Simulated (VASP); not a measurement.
# TiC (Imm2) in VASP: single point with PBEsol

Aim: the single point of TiC with PBEsol.

All numbers are computed with VASP 6.6.1; they aren't measurements. Logs are shortened: lines on timing, memory, paths and dates and some standing lists are left out, and cuts for length are marked.

## 1. The cell of the first run

It takes space group Imm2 (No. 44, orthorhombic). The conventional cell has a = 3.036 Å, b = 4.293 Å, c = 3.036 Å, α = 90.00°, β = 90.00°, γ = 90.00°. Within 2.6 Å of Ti (site symmetry mm2) lie 6 C at 1.96 to 2.36 Å. C (site symmetry mm2) has 6 Ti at 1.96 to 2.36 Å within 2.6 Å.

## 2. Single point, PBEsol (atom 1 (Ti) moved by (-0.200, -0.200) A along x and z)

File INCAR:

```
ALGO     = Normal         # electronic algorithm
EDIFF    = 1E-7           # SCF threshold, eV
ENCUT    = 520            # plane-wave cutoff, eV
GGA      = PS             # functional
ISIF     = 2              # what is computed and relaxed
ISMEAR   = 0              # smearing method
LASPH    = True           # aspherical terms in the spheres
LCHARG   = False          # write CHGCAR
LREAL    = False          # projectors in reciprocal space
LWAVE    = False          # write WAVECAR
NBANDS   = 15             # bands
NELM     = 100            # most SCF steps
PREC     = Accurate       # precision mode
SIGMA    = 0.15           # smearing width, eV
```

File KPOINTS:

```
k-points
0
Gamma
  24 24 24
```

File POSCAR:

```
TiC
1.0
    0.0000000000      2.1466854843      2.1466854843
    2.1466854843      0.0000000000      2.1466854843
    2.1466854843      2.1466854843      0.0000000000
Ti C
1 1
Direct
    0.0000000000     -0.0931668852      0.0000000000
    0.5000000000      0.5000000000      0.5000000000
```

Potentials or basis: VASP PAW PBE potentials, release 64 (Ti_sv, C).

On the command line:

```sh
cat potpaw_PBE.64/Ti_sv/POTCAR potpaw_PBE.64/C/POTCAR > POTCAR
mpirun -np 1 vasp_std > vasp.out
```

OUTCAR:

```text
EDIFF = 1E-7
   ENCUT = 520
   GGA = PS
   ISIF = 2
   ISMEAR = 0
   LASPH = True
   LREAL = False
   NELM = 100
   PREC = Accurate

 ion  position               nearest neighbor table
   1  0.000  0.907  0.000-   2 1.96   2 1.96   2 2.17   2 2.17   2 2.36   2 2.36
   2  0.500  0.500  0.500-   1 1.96   1 1.96   1 2.17   1 2.17   1 2.36   1 2.36

  LATTYP: Found a face centered cubic cell.
 ALAT       =     4.2933709686

  Lattice vectors:

 A1 = (   0.0000000000,   2.1466854843,   2.1466854843)
 A2 = (   2.1466854843,   0.0000000000,   2.1466854843)
 A3 = (   2.1466854843,   2.1466854843,   0.0000000000)

Analysis of symmetry for initial positions (statically):
=====================================================================
 Subroutine PRICEL returns:
 Original cell was already a primitive cell.

 Routine SETGRP: Setting up the symmetry group for a
 face centered cubic supercell.

 Subroutine GETGRP returns: Found  4 space group operations
 (whereof  4 operations were pure point group operations)
 out of a pool of 48 trial point group operations.

The static configuration has the point symmetry C_2v.

Analysis of symmetry for dynamics (positions and initial velocities):
=====================================================================
 Subroutine PRICEL returns:
 Original cell was already a primitive cell.

 Routine SETGRP: Setting up the symmetry group for a
 face centered cubic supercell.

 Subroutine GETGRP returns: Found  4 space group operations
 (whereof  4 operations were pure point group operations)
 out of a pool of 48 trial point group operations.

The dynamic configuration has the point symmetry C_2v.

 Subroutine INISYM returns: Found  4 space group operations
 (whereof  4 operations are pure point group operations),
 and found     1 'primitive' translations

----------------------------------------------------------------------------------------

                                     Primitive cell

  volume of cell :      19.7850

  direct lattice vectors                    reciprocal lattice vectors
     0.000000000  2.146685484  2.146685484    -0.232917213  0.232917213  0.232917213
     2.146685484  0.000000000  2.146685484     0.232917213 -0.232917213  0.232917213
     2.146685484  2.146685484  0.000000000     0.232917213  0.232917213 -0.232917213

  length of vectors
     3.035871726  3.035871726  3.035871726     0.403424447  0.403424447  0.403424447

  position of ions in fractional coordinates (direct lattice)
     0.000000000  0.906833115  0.000000000
     0.500000000  0.500000000  0.500000000

  ion indices of the primitive-cell ions
   primitive index   ion index
                 1           1
                 2           2

----------------------------------------------------------------------------------------

 KPOINTS: k-points

Automatic generation of k-mesh.
 Grid dimensions read from file:
 generate k-points for:   24   24   24

 Generating k-lattice:

  Cartesian coordinates                     Fractional coordinates (reciprocal lattice)
    -0.009704884  0.009704884  0.009704884     0.041666667  0.000000000  0.000000000
     0.009704884 -0.009704884  0.009704884     0.000000000  0.041666667  0.000000000
     0.009704884  0.009704884 -0.009704884     0.000000000  0.000000000  0.041666667

  Length of vectors
     0.016809352  0.016809352  0.016809352

  Shift w.r.t. Gamma in fractional coordinates (k-lattice)
     0.000000000  0.000000000  0.000000000

 Subroutine IBZKPT returns following result:
 ===========================================

 Found   1963 irreducible k-points:

 Following reciprocal coordinates:
            Coordinates               Weight
  0.000000  0.000000  0.000000      1.000000
  0.041667  0.000000  0.000000      4.000000
  0.000000  0.041667  0.000000      4.000000
  0.083333  0.000000  0.000000      4.000000
  0.000000  0.083333  0.000000      4.000000
  0.125000  0.000000  0.000000      4.000000
[... 16 lines left out ...]
  0.000000  0.458333  0.000000      4.000000
  0.500000  0.000000  0.000000      2.000000
 [... further k-points ...]
   k-points           NKPTS =   1963   k-points in BZ     NKDIM =   1963   number of bands    NBANDS=     15
   number of dos      NEDOS =    301   number of ions     NIONS =      2
   total plane-waves  NPLWV =  13824
   dimension x,y,z NGX =    24 NGY =   24 NGZ =   24
   dimension x,y,z NGXF=    48 NGYF=   48 NGZF=   48
   ions per type =               1   1
   NGX,Y,Z   is equivalent  to a cutoff of  13.14, 13.14, 13.14 a.u.
   NGXF,Y,Z  is equivalent  to a cutoff of  26.29, 26.29, 26.29 a.u.
 SYSTEM =  unknown system
   PREC   = accura    normal or accurate (medium, high low for compatibility)
   ISTART =      0    job   : 0-new  1-cont  2-samecut
   ICHARG =      2    charge: 1-file 2-atom 10-const
   ISPIN  =      1    spin polarized calculation?
   LNONCOLLINEAR =      F non collinear calculations
   LSORBIT =      F    spin-orbit coupling
   LASPH  =      T    aspherical Exc in radial PAW
   ENCUT  =  520.0 eV  38.22 Ry    6.18 a.u.   5.64  5.64  5.64*2*pi/ulx,y,z
   NELM   =    100;   NELMIN=  2; NELMDL= -5     # of ELM steps
   EDIFF  = 0.1E-06   stopping-criterion for ELM
   LREAL  =      F    real-space projection
   EDIFFG = 0.1E-05   stopping-criterion for IOM
   NSW    =      0    number of steps for IOM
   IBRION =     -1    ionic relax: 0-MD 1-quasi-New 2-CG
   NFREE  =      0    steps in history (QN), initial steepest desc. (CG)
   ISIF   =      2    stress and relaxation
   ISYM   =      2    0-nonsym 1-usesym 2-fastsym
   POTIM  = 0.5000    time-step for ionic-motion
   TEBEG  =    0.0;   TEEND  =   0.0 temperature during run
   PSTRESS=    0.0 pullay stress
   NELECT =      16.0000    total number of electrons
   NUPDOWN=      -1.0000    fix difference up-down
   EMIN   =  10.00;   EMAX   =-10.00  energy-range for DOS
   EFERMI =   0.00;   METHOD = LEGACY
   ISMEAR =     0;   SIGMA  =   0.15  broadening in eV -4-tet -1-fermi 0-gaus
   EFERMI_NEDOS =   21; number of points for ismear=-14 and -15
   IALGO  =     38    algorithm
   IMIX   =      4    mixing-type and parameters
     AMIX     =   0.40;   BMIX     =  1.00
     AMIX_MAG =   1.60;   BMIX_MAG =  1.00
  volume/ion in A,a.u.               =       9.89        66.76
  Fermi-wavevector in a.u.,A,eV,Ry     =   1.525234  2.882274 31.651750  2.326338
  Thomas-Fermi vector in A             =   2.633432
   LORBIT       =      0    0 simple, 1 ext, 2 COOP (PROOUT), +10 PAW based schemes
   GGA     = PS    functional components
   LHFCALC =     F    Hartree Fock is set to
   AEXX    =    0.0000 exact exchange contribution
   IVDW    =     0    specifies the selected vdW correction
   LEPSILON=     F    determine dielectric tensor
   LRPA    =     F    only Hartree local field effects (RPA)
 non-spin polarized calculation
 Gauss-broadening in eV      SIGMA  =   0.15
  energy-cutoff  :      520.00
  volume of cell :       19.78
 maximum number of plane-waves:       547
   NGX = 11   NGY = 11   NGZ = 11

 number of electron      16.0000000 magnetization

 Free energy of the ion-electron system (eV)
  ---------------------------------------------------
  ext. energy  EPLUGINS =         0.00000000
  ---------------------------------------------------
  free energy    TOTEN  =       -19.41695913 eV

  energy without entropy =      -19.41655283  energy(sigma->0) =      -19.41675598

 E-fermi :   9.6852     XC(G=0): -12.9585

 val. band max:        9.6347497233   @ k =   0.0417   0.0000  -0.0833
 cond. band min:       9.8139872582   @ k =   0.3333   0.2917   0.0417
 fundamental gap:      0.1792375349
 Fermi energy:         9.6852456333

 k-point     1 :       0.0000    0.0000    0.0000
  band No.  band energies     occupation
      1     -46.6162      2.00000
      2     -22.7500      2.00000
      3     -22.7423      2.00000
      4     -22.7365      2.00000
      5      -2.8038      2.00000
      6       8.8650      2.00000
      7       9.1157      2.00000
      8       9.3948      1.99382
      9      10.2439      0.00000
     10      11.1388      0.00000
     11      12.7949      0.00000
     12      13.5831      0.00000
     13      13.7775      0.00000
     14      20.1007      0.00000
     15      23.3362      0.00000

 k-point     2 :       0.0417    0.0000    0.0000
  band No.  band energies     occupation
      1     -46.6148      2.00000
      2     -22.7571      2.00000
      3     -22.7472      2.00000
      4     -22.7369      2.00000
      5      -2.7623      2.00000
      6       8.6749      2.00000
      7       9.1259      2.00000
      8       9.4541      1.97069
      9      10.2535      0.00000
     10      11.0620      0.00000
     11      12.6956      0.00000
     12      13.5000      0.00000
     13      14.1613      0.00000
     14      20.1662      0.00000
     15      23.3820      0.00000

 k-point     3 :       0.0000    0.0417    0.0000
  band No.  band energies     occupation
      1     -46.6148      2.00000
      2     -22.7558      2.00000
      3     -22.7432      2.00000
      4     -22.7417      2.00000
      5      -2.7632      2.00000
      6       8.7198      2.00000
      7       9.1398      2.00000
      8       9.2959      1.99976
      9      10.2840      0.00000
     10      11.1108      0.00000
     11      12.7293      0.00000
     12      13.7507      0.00000
     13      13.8950      0.00000
     14      20.1824      0.00000
     15      23.3680      0.00000
[... 343 lines left out ...]
 k-point    23 :       0.0000    0.4583    0.0000
  band No.  band energies     occupation
      1     -46.5328      2.00000
      2     -23.2925      2.00000
      3     -22.7997      2.00000
      4     -22.7978      2.00000
      5       0.5655      2.00000
      6       3.8314      2.00000
      7       6.5445      2.00000
      8       6.7071      2.00000
      9      12.4983      0.00000
     10      12.6331      0.00000
     11      13.9056      0.00000
     12      16.7701      0.00000
     13      18.3481      0.00000
     14      19.3832      0.00000
     15      25.0533      0.00000

 k-point    24 :       0.5000    0.0000    0.0000
  band No.  band energies     occupation
      1     -46.5296      2.00000
      2     -23.3259      2.00000
      3     -22.8086      2.00000
      4     -22.7952      2.00000
      5       0.7652      2.00000
      6       3.6903      2.00000
      7       6.7802      2.00000
      8       7.0855      2.00000
      9      12.5214      0.00000
     10      12.5355      0.00000
     11      13.8208      0.00000
     12      15.6048      0.00000
     13      17.5853      0.00000
     14      20.0710      0.00000
     15      25.2626      0.00000

 [... further k-points ...]

------------------------ aborting loop because EDIFF is reached ----------------------------------------

  FORCE on cell =-STRESS in cart. coord.  units (eV):
  Direction    XX          YY          ZZ          XY          YZ          ZX
  --------------------------------------------------------------------------------------
  -------------------------------------------------------------------------------------
  Total        1.8697299      0.0641877      1.8697299      0.0000000      0.0000000     -0.6778712
  in kB      151.4098726      5.1978914    151.4098726      0.0000000      0.0000000    -54.8937000
  external PRESSURE =     102.6725455 kB  Pullay stress =       0.0000000 kB

 VOLUME and BASIS-vectors are now :
 -----------------------------------------------------------------------------
  energy-cutoff  :      520.00
  volume of cell :       19.78
      direct lattice vectors                 reciprocal lattice vectors
     0.000000000  2.146685484  2.146685484    -0.232917213  0.232917213  0.232917213
     2.146685484  0.000000000  2.146685484     0.232917213 -0.232917213  0.232917213
     2.146685484  2.146685484  0.000000000     0.232917213  0.232917213 -0.232917213

 POSITION                                       TOTAL-FORCE (eV/Angst)
 -----------------------------------------------------------------------------------
      1.94669      0.00000      1.94669         1.957072      0.000000      1.957072
      2.14669      2.14669      2.14669        -1.957072     -0.000000     -1.957072
 -----------------------------------------------------------------------------------
    total drift:                                0.000068     -0.000000      0.000068

  FREE ENERGIE OF THE ION-ELECTRON SYSTEM (eV)
  ---------------------------------------------------
  free  energy   TOTEN  =       -19.4169591270 eV

  energy  without entropy=      -19.4165528299  energy(sigma->0) =      -19.41675598
```

It took 10 min on 1 thread of Oxide Virtual Turin-like, shared host; peak memory 0.61 GiB.

What came out:

```
Free energy            : -19.4170 eV
Pressure               : 10.3 GPa
Largest force          : 2.768 eV/Å
Band gap on the k mesh : 0.18 eV (least direct gap 0.54 eV)
```

Forces on the atoms (eV/Å):
```
Ti   1.957  0.000  1.957
C   -1.957  0.000 -1.957
```

Stress tensor (GPa, compression positive):
```
15.14  0.00 -5.49
 0.00  0.52  0.00
-5.49  0.00 15.14
```

Levels at points of the mesh, in eV from the valence-band top:
| k point | band 5 | band 6 | band 7 | band 8 | band 9 | band 10 | band 11 | band 12 |
| --- | --- | --- | --- | --- | --- | --- | --- | --- |
| (0.00, 0.00, 0.00) | -12.44 | -0.77 | -0.52 | -0.24 | 0.61 | 1.50 | 3.16 | 3.95 |
| (0.50, 0.00, 0.00) | -8.87 | -5.94 | -2.85 | -2.55 | 2.89 | 2.90 | 4.19 | 5.97 |
| (0.00, 0.50, 0.00) | -8.95 | -5.94 | -3.12 | -2.96 | 2.91 | 3.05 | 4.36 | 7.05 |
| (0.50, 0.50, 0.00) | -10.06 | -3.34 | -2.52 | -0.23 | 0.85 | 3.22 | 3.62 | 3.62 |
| (0.50, 0.00, 0.50) | -10.07 | -3.51 | -2.93 | -0.58 | 1.65 | 3.58 | 3.61 | 3.62 |

Caveat: the cell differs from its parent crystal (atom 1 (Ti) moved by (-0.200, -0.200) A along x and z); the stress differs along the axes, from 1 to 15 GPa; the PAW data sets were made with another functional, which shifts forces and pressure a little.
